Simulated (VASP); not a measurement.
# TiSn (Fm-3m) in VASP: a series of runs

The runs below take TiSn through single point, with PBE.

Program: VASP 6.6.1. These are calculated values, not measurements. Logs are shortened: lines on timing, memory, paths and dates and some standing lists are left out, and cuts for length are marked.

### 1 The cell of the first run

It takes space group Fm-3m (No. 225, cubic). The conventional cell has a = 5.487 Å, b = 5.487 Å, c = 5.487 Å, α = 90.00°, β = 90.00°, γ = 90.00°. Within 3.6 Å of Ti (site symmetry m-3m) lie 6 Sn at 2.74 Å. Within 3.6 Å of Sn (site symmetry m-3m) lie 6 Ti at 2.74 Å.

### 2 Single point, PBE

The input, INCAR:

```
PREC     = Accurate       # precision mode
ENCUT    = 520            # plane-wave cutoff, eV
EDIFF    = 1E-6           # SCF threshold, eV
ISMEAR   = -1             # smearing method
SIGMA    = 0.05           # smearing width, eV
LREAL    = False          # projectors in reciprocal space
LASPH    = True           # aspherical terms in the spheres
NELM     = 80             # most SCF steps
ALGO     = Fast           # electronic algorithm
ISIF     = 2              # what is computed and relaxed
LWAVE    = False          # write WAVECAR
LCHARG   = False          # write CHGCAR
GGA      = PE             # functional
NBANDS   = 20             # bands
```

The input, KPOINTS:

```
regular mesh
0
Gamma
  8 8 8
```

The input, POSCAR:

```
TiSn
1.0
    0.0000000000      2.7433798768      2.7433798768
    2.7433798768      0.0000000000      2.7433798768
    2.7433798768      2.7433798768      0.0000000000
Ti Sn
1 1
Direct
    0.0000000000      0.0000000000      0.0000000000
    0.5000000000      0.5000000000      0.5000000000
```

Potentials or basis: VASP PAW PBE potentials, release 64 (Ti_sv, Sn_d).

Launch:

```console
> cat potpaw_PBE.64/Ti_sv/POTCAR potpaw_PBE.64/Sn_d/POTCAR > POTCAR
> mpirun -np 1 vasp_std > vasp.out
```

OUTCAR:

```text
PREC = Accurate
   ENCUT = 520
   EDIFF = 1E-6
   ISMEAR = -1
   LREAL = False
   LASPH = True
   NELM = 80
   ISIF = 2
   GGA = PE

 ion  position               nearest neighbor table
   1  0.000  0.000  0.000-   2 2.74   2 2.74   2 2.74   2 2.74   2 2.74   2 2.74
   2  0.500  0.500  0.500-   1 2.74   1 2.74   1 2.74   1 2.74   1 2.74   1 2.74

  LATTYP: Found a face centered cubic cell.
 ALAT       =     5.4867597536

  Lattice vectors:

 A1 = (   0.0000000000,   2.7433798768,   2.7433798768)
 A2 = (   2.7433798768,   0.0000000000,   2.7433798768)
 A3 = (   2.7433798768,   2.7433798768,   0.0000000000)

Analysis of symmetry for initial positions (statically):
=====================================================================
 Subroutine PRICEL returns:
 Original cell was already a primitive cell.

 Routine SETGRP: Setting up the symmetry group for a
 face centered cubic supercell.

 Subroutine GETGRP returns: Found 48 space group operations
 (whereof 48 operations were pure point group operations)
 out of a pool of 48 trial point group operations.

The static configuration has the point symmetry O_h .

Analysis of symmetry for dynamics (positions and initial velocities):
=====================================================================
 Subroutine PRICEL returns:
 Original cell was already a primitive cell.

 Routine SETGRP: Setting up the symmetry group for a
 face centered cubic supercell.

 Subroutine GETGRP returns: Found 48 space group operations
 (whereof 48 operations were pure point group operations)
 out of a pool of 48 trial point group operations.

The dynamic configuration has the point symmetry O_h .

 Subroutine INISYM returns: Found 48 space group operations
 (whereof 48 operations are pure point group operations),
 and found     1 'primitive' translations

----------------------------------------------------------------------------------------

                                     Primitive cell

  volume of cell :      41.2941

  direct lattice vectors                    reciprocal lattice vectors
     0.000000000  2.743379877  2.743379877    -0.182256932  0.182256932  0.182256932
     2.743379877  0.000000000  2.743379877     0.182256932 -0.182256932  0.182256932
     2.743379877  2.743379877  0.000000000     0.182256932  0.182256932 -0.182256932

  length of vectors
     3.879725029  3.879725029  3.879725029     0.315678266  0.315678266  0.315678266

  position of ions in fractional coordinates (direct lattice)
     0.000000000  0.000000000  0.000000000
     0.500000000  0.500000000  0.500000000

  ion indices of the primitive-cell ions
   primitive index   ion index
                 1           1
                 2           2

----------------------------------------------------------------------------------------

 KPOINTS: regular mesh

Automatic generation of k-mesh.
 Grid dimensions read from file:
 generate k-points for:    8    8    8

 Generating k-lattice:

  Cartesian coordinates                     Fractional coordinates (reciprocal lattice)
    -0.022782117  0.022782117  0.022782117     0.125000000  0.000000000  0.000000000
     0.022782117 -0.022782117  0.022782117     0.000000000  0.125000000  0.000000000
     0.022782117  0.022782117 -0.022782117     0.000000000  0.000000000  0.125000000

  Length of vectors
     0.039459783  0.039459783  0.039459783

  Shift w.r.t. Gamma in fractional coordinates (k-lattice)
     0.000000000  0.000000000  0.000000000

 Subroutine IBZKPT returns following result:
 ===========================================

 Found     29 irreducible k-points:

 Following reciprocal coordinates:
            Coordinates               Weight
  0.000000  0.000000  0.000000      1.000000
  0.125000  0.000000  0.000000      8.000000
  0.250000  0.000000  0.000000      8.000000
  0.375000  0.000000  0.000000      8.000000
  0.500000  0.000000  0.000000      4.000000
  0.125000  0.125000  0.000000      6.000000
[... 16 lines left out ...]
  0.500000  0.250000  0.125000     48.000000
 -0.375000  0.250000  0.125000     24.000000
 [... further k-points ...]
   k-points           NKPTS =     29   k-points in BZ     NKDIM =     29   number of bands    NBANDS=     20
   number of dos      NEDOS =    301   number of ions     NIONS =      2
   total plane-waves  NPLWV =  27000
   dimension x,y,z NGX =    30 NGY =   30 NGZ =   30
   dimension x,y,z NGXF=    60 NGYF=   60 NGZF=   60
   ions per type =               1   1
   NGX,Y,Z   is equivalent  to a cutoff of  12.85, 12.85, 12.85 a.u.
   NGXF,Y,Z  is equivalent  to a cutoff of  25.71, 25.71, 25.71 a.u.
 SYSTEM =  unknown system
   PREC   = accura    normal or accurate (medium, high low for compatibility)
   ISTART =      0    job   : 0-new  1-cont  2-samecut
   ICHARG =      2    charge: 1-file 2-atom 10-const
   ISPIN  =      1    spin polarized calculation?
   LNONCOLLINEAR =      F non collinear calculations
   LSORBIT =      F    spin-orbit coupling
   LASPH  =      T    aspherical Exc in radial PAW
   ENCUT  =  520.0 eV  38.22 Ry    6.18 a.u.   7.21  7.21  7.21*2*pi/ulx,y,z
   NELM   =     80;   NELMIN=  2; NELMDL= -5     # of ELM steps
   EDIFF  = 0.1E-05   stopping-criterion for ELM
   LREAL  =      F    real-space projection
   EDIFFG = 0.1E-04   stopping-criterion for IOM
   NSW    =      0    number of steps for IOM
   IBRION =     -1    ionic relax: 0-MD 1-quasi-New 2-CG
   NFREE  =      0    steps in history (QN), initial steepest desc. (CG)
   ISIF   =      2    stress and relaxation
   ISYM   =      2    0-nonsym 1-usesym 2-fastsym
   POTIM  = 0.5000    time-step for ionic-motion
   TEBEG  =    0.0;   TEEND  =   0.0 temperature during run
   PSTRESS=    0.0 pullay stress
   NELECT =      26.0000    total number of electrons
   NUPDOWN=      -1.0000    fix difference up-down
   EMIN   =  10.00;   EMAX   =-10.00  energy-range for DOS
   EFERMI =   0.00;   METHOD = LEGACY
   ISMEAR =    -1;   SIGMA  =   0.05  broadening in eV -4-tet -1-fermi 0-gaus
   EFERMI_NEDOS =   21; number of points for ismear=-14 and -15
   IALGO  =     68    algorithm
   IMIX   =      4    mixing-type and parameters
     AMIX     =   0.40;   BMIX     =  1.00
     AMIX_MAG =   1.60;   BMIX_MAG =  1.00
  volume/ion in A,a.u.               =      20.65       139.33
  Fermi-wavevector in a.u.,A,eV,Ry     =   1.403148  2.651564 26.787463  1.968823
  Thomas-Fermi vector in A             =   2.525838
   LORBIT       =      0    0 simple, 1 ext, 2 COOP (PROOUT), +10 PAW based schemes
   GGA     = PE    functional components
   LHFCALC =     F    Hartree Fock is set to
   AEXX    =    0.0000 exact exchange contribution
   IVDW    =     0    specifies the selected vdW correction
   LEPSILON=     F    determine dielectric tensor
   LRPA    =     F    only Hartree local field effects (RPA)
 non-spin polarized calculation
 RMM-DIIS sequential band-by-band and
  energy-cutoff  :      520.00
  volume of cell :       41.29
 maximum number of plane-waves:      1139
 NGX is ok and might be reduce to    30
   NGX = 15   NGY = 15   NGZ = 15

 number of electron      25.9999988 magnetization

 Free energy of the ion-electron system (eV)
  ---------------------------------------------------
  ext. energy  EPLUGINS =         0.00000000
  ---------------------------------------------------
  free energy    TOTEN  =       -11.75999784 eV

  energy without entropy =      -11.75313173  energy(sigma->0) =      -11.75656478

 E-fermi :   8.9122     XC(G=0): -11.1218

 val. band max:        8.8941876939   @ k =   0.3750   0.3750   0.0000
 cond. band min:       9.0125828032   @ k =   0.0000   0.0000   0.0000
 fundamental gap:      0.1183951093
 Fermi energy:         8.9122181872

 k-point     1 :       0.0000    0.0000    0.0000
  band No.  band energies     occupation
      1     -48.2837      2.00000
      2     -24.5582      2.00000
      3     -24.5582      2.00000
      4     -24.5582      2.00000
      5     -12.0216      2.00000
      6     -12.0216      2.00000
[... 12 lines left out ...]
     19      16.7543      0.00000
     20      18.3281      0.00000

 k-point     2 :       0.1250    0.0000    0.0000
  band No.  band energies     occupation
      1     -48.2832      2.00000
      2     -24.5646      2.00000
      3     -24.5600      2.00000
      4     -24.5600      2.00000
      5     -12.0155      2.00000
      6     -12.0155      2.00000
[... 12 lines left out ...]
     19      16.6611      0.00000
     20      18.6866      0.00000

 k-point     3 :       0.2500    0.0000    0.0000
  band No.  band energies     occupation
      1     -48.2821      2.00000
      2     -24.5799      2.00000
      3     -24.5641      2.00000
      4     -24.5641      2.00000
      5     -12.0016      2.00000
      6     -12.0016      2.00000
[... 12 lines left out ...]
     19      15.8693      0.00000
     20      18.1569      0.00000

 k-point     4 :       0.3750    0.0000    0.0000
  band No.  band energies     occupation
      1     -48.2811      2.00000
      2     -24.5952      2.00000
      3     -24.5683      2.00000
      4     -24.5683      2.00000
      5     -11.9889      2.00000
      6     -11.9889      2.00000
[... 12 lines left out ...]
     19      15.0302      0.00000
     20      16.8575      0.00000

 k-point     5 :       0.5000    0.0000    0.0000
  band No.  band energies     occupation
      1     -48.2806      2.00000
      2     -24.6015      2.00000
      3     -24.5701      2.00000
      4     -24.5701      2.00000
      5     -11.9839      2.00000
      6     -11.9839      2.00000
[... 12 lines left out ...]
     19      16.0482      0.00000
     20      16.0486      0.00000

 k-point     6 :       0.1250    0.1250    0.0000
  band No.  band energies     occupation
      1     -48.2831      2.00000
      2     -24.5663      2.00000
      3     -24.5605      2.00000
      4     -24.5605      2.00000
      5     -12.0178      2.00000
      6     -12.0110      2.00000
[... 12 lines left out ...]
     19      16.7195      0.00000
     20      18.5316      0.00000

 k-point     7 :       0.2500    0.1250    0.0000
  band No.  band energies     occupation
      1     -48.2822      2.00000
      2     -24.5772      2.00000
      3     -24.5642      2.00000
      4     -24.5638      2.00000
      5     -12.0094      2.00000
      6     -12.0009      2.00000
[... 12 lines left out ...]
     19      16.7399      0.00000
     20      16.9087      0.00000
[... 277 lines left out ...]
 k-point    20 :      -0.3750    0.3750    0.0000
  band No.  band energies     occupation
      1     -48.2800      2.00000
      2     -24.5887      2.00000
      3     -24.5836      2.00000
      4     -24.5731      2.00000
      5     -12.0162      2.00000
      6     -11.9848      2.00000
[... 12 lines left out ...]
     19      15.1847      0.00000
     20      18.4145      0.00000

 k-point    21 :       0.5000    0.5000    0.0000
  band No.  band energies     occupation
      1     -48.2800      2.00000
      2     -24.5947      2.00000
      3     -24.5732      2.00000
      4     -24.5732      2.00000
      5     -12.0272      2.00000
      6     -11.9957      2.00000
[... 12 lines left out ...]
     19      13.9895      0.00000
     20      16.6558      0.00000

 k-point    22 :       0.3750    0.2500    0.1250
  band No.  band energies     occupation
      1     -48.2814      2.00000
      2     -24.5854      2.00000
      3     -24.5686      2.00000
      4     -24.5674      2.00000
      5     -12.0056      2.00000
      6     -11.9927      2.00000
[... 12 lines left out ...]
     19      16.3558      0.00000
     20      17.1121      0.00000

 k-point    23 :       0.5000    0.2500    0.1250
  band No.  band energies     occupation
      1     -48.2806      2.00000
      2     -24.5923      2.00000
      3     -24.5744      2.00000
      4     -24.5709      2.00000
      5     -12.0026      2.00000
      6     -11.9844      2.00000
[... 12 lines left out ...]
     19      16.4541      0.00000
     20      17.4947      0.00000

 k-point    24 :      -0.3750    0.2500    0.1250
  band No.  band energies     occupation
      1     -48.2803      2.00000
      2     -24.5948      2.00000
      3     -24.5771      2.00000
      4     -24.5724      2.00000
      5     -12.0013      2.00000
      6     -11.9814      2.00000
[... 12 lines left out ...]
     19      16.1660      0.00000
     20      17.5374      0.00000

 [... further k-points ...]
[... 5 lines left out ...]
  --------------------------------------------------------------------------------------
  -------------------------------------------------------------------------------------
  Total        1.5162372      1.5162372      1.5162372      0.0000000      0.0000000     -0.0000000
  in kB       58.8287871     58.8287871     58.8287871      0.0000000      0.0000000     -0.0000000
  external PRESSURE =      58.8287871 kB  Pullay stress =       0.0000000 kB

 VOLUME and BASIS-vectors are now :
 -----------------------------------------------------------------------------
  energy-cutoff  :      520.00
  volume of cell :       41.29
      direct lattice vectors                 reciprocal lattice vectors
     0.000000000  2.743379877  2.743379877    -0.182256932  0.182256932  0.182256932
     2.743379877  0.000000000  2.743379877     0.182256932 -0.182256932  0.182256932
     2.743379877  2.743379877  0.000000000     0.182256932  0.182256932 -0.182256932

 POSITION                                       TOTAL-FORCE (eV/Angst)
 -----------------------------------------------------------------------------------
      0.00000      0.00000      0.00000        -0.000000     -0.000000      0.000000
      2.74338      2.74338      2.74338         0.000000      0.000000     -0.000000
 -----------------------------------------------------------------------------------
    total drift:                                0.000000      0.000000      0.000000

  FREE ENERGIE OF THE ION-ELECTRON SYSTEM (eV)
  ---------------------------------------------------
  free  energy   TOTEN  =       -11.7599978392 eV

  energy  without entropy=      -11.7531317298  energy(sigma->0) =      -11.75656478
```

Wall time 29 s (1 thread of Intel Xeon 6975P-C (Granite Rapids), shared host); peak memory 0.18 GiB.

Results:

* Free energy: -11.7600 eV
* Pressure: 5.9 GPa
* Band gap on the k mesh: zero (band 13 reaches 9.15 eV, above the bottom of band 14 at 8.75 eV)

Caveat: spin-orbit coupling is left out, which moves the levels of the heavy elements.

### 3 Single point, PBE

This run uses another cell than the first one, of 21.09 Å³/atom, 1.021 times its volume.

The input, INCAR:

```
ALGO     = Normal         # electronic algorithm
EDIFF    = 1E-7           # SCF threshold, eV
ENCUT    = 520            # plane-wave cutoff, eV
GGA      = PE             # functional
ISIF     = 2              # what is computed and relaxed
ISMEAR   = -1             # smearing method
LASPH    = T              # aspherical terms in the spheres
LCHARG   = F              # write CHGCAR
LREAL    = F              # projectors in reciprocal space
LWAVE    = F              # write WAVECAR
NBANDS   = 20             # bands
NELM     = 100            # most SCF steps
PREC     = Accurate       # precision mode
SIGMA    = 0.05           # smearing width, eV
```

The input, KPOINTS:

```
k-points
0
Gamma
  8 8 8
```

The input, POSCAR:

```
TiSn
1.0
    0.0000000000      2.7627000899      2.7627000899
    2.7627000899      0.0000000000      2.7627000899
    2.7627000899      2.7627000899      0.0000000000
Ti Sn
1 1
Direct
    0.0000000000      0.0000000000      0.0000000000
    0.5000000000      0.5000000000      0.5000000000
```

Potentials or basis: VASP PAW PBE potentials, release 64 (Ti_sv, Sn_d).

Launch:

```console
> cat potpaw_PBE.64/Ti_sv/POTCAR potpaw_PBE.64/Sn_d/POTCAR > POTCAR
> mpirun -np 1 vasp_std > vasp.out
```

Run time: 14 s. Hardware: 1 thread of Intel Xeon 6975P-C (Granite Rapids), shared host; peak memory 0.18 GiB.

It converged, with:

- Free energy: -11.7866 eV
- Pressure: 3.7 GPa
- Band gap on the k mesh: zero (band 13 reaches 8.88 eV, above the bottom of band 14 at 8.50 eV)

Levels at points of the mesh, in eV from the Fermi level:
```csv
k point,band 9,band 10,band 11,band 12,band 13,band 14,band 15,band 16,band 17,band 18
"(0.00, 0.00, 0.00)",-20.84,-9.89,0.10,0.10,0.10,0.49,0.49,3.51,3.51,3.51
"(0.50, 0.00, 0.00)",-20.80,-7.11,-4.76,-1.50,-1.50,1.03,1.03,1.53,5.49,6.58
"(0.50, 0.50, 0.00)",-20.78,-7.04,-3.48,-1.05,0.22,0.22,0.93,1.37,1.37,2.20
```

Caveat: spin-orbit coupling is left out, which moves the levels of the heavy elements.

### 4 Single point, PBE

This run uses another cell than the first one, of 21.96 Å³/atom, 1.064 times its volume.

The input, INCAR:

```
SYSTEM = TiSn
PREC = Accurate ; ENCUT = 520
EDIFF = 1E-7 ; ISMEAR = -1
SIGMA = 0.05 ; LREAL = .False.
LASPH = .True. ; NELM = 80
ALGO = Fast ; ISIF = 2
LWAVE = .False. ; LCHARG = .False.
GGA = PE ; NBANDS = 20
```

The input, KPOINTS:

```
Automatic mesh
0
Gamma
  8 8 8
  0 0 0
```

The input, POSCAR:

```
TiSn
1.0
    0.0000000000      2.8005500000      2.8005500000
    2.8005500000      0.0000000000      2.8005500000
    2.8005500000      2.8005500000      0.0000000000
Ti Sn
1 1
Direct
    0.0000000000      0.0000000000      0.0000000000
    0.5000000000      0.5000000000      0.5000000000
```

Launch:

```console
> cat potpaw_PBE.64/Ti_sv/POTCAR potpaw_PBE.64/Sn_d/POTCAR > POTCAR
> mpirun -np 1 vasp_std > vasp.out
```

It took 38 s on 1 thread of Intel Xeon 6975P-C (Granite Rapids), shared host; peak memory 0.18 GiB.

The run converged. Its results:

| Item | Value |
| --- | --- |
| Free energy | -11.8069 eV |
| Pressure | 0.0 GPa |
| Band gap on the k mesh | zero (band 13 reaches 8.37 eV, above the bottom of band 14 at 8.03 eV) |

Levels at points of the mesh, in eV from the Fermi level:
| k point | band 10 | band 11 | band 12 | band 13 | band 14 | band 15 | band 16 | band 17 |
| --- | --- | --- | --- | --- | --- | --- | --- | --- |
| (0.00, 0.00, 0.00) | -9.67 | 0.11 | 0.11 | 0.11 | 0.45 | 0.45 | 3.33 | 3.33 |
| (0.50, 0.00, 0.00) | -7.04 | -4.61 | -1.44 | -1.44 | 0.98 | 0.98 | 1.43 | 5.32 |
| (0.50, 0.50, 0.00) | -6.95 | -3.36 | -0.97 | 0.18 | 0.18 | 0.86 | 1.30 | 1.30 |

Caveat: spin-orbit coupling is left out, which moves the levels of the heavy elements.

[end of part 1 of 2]
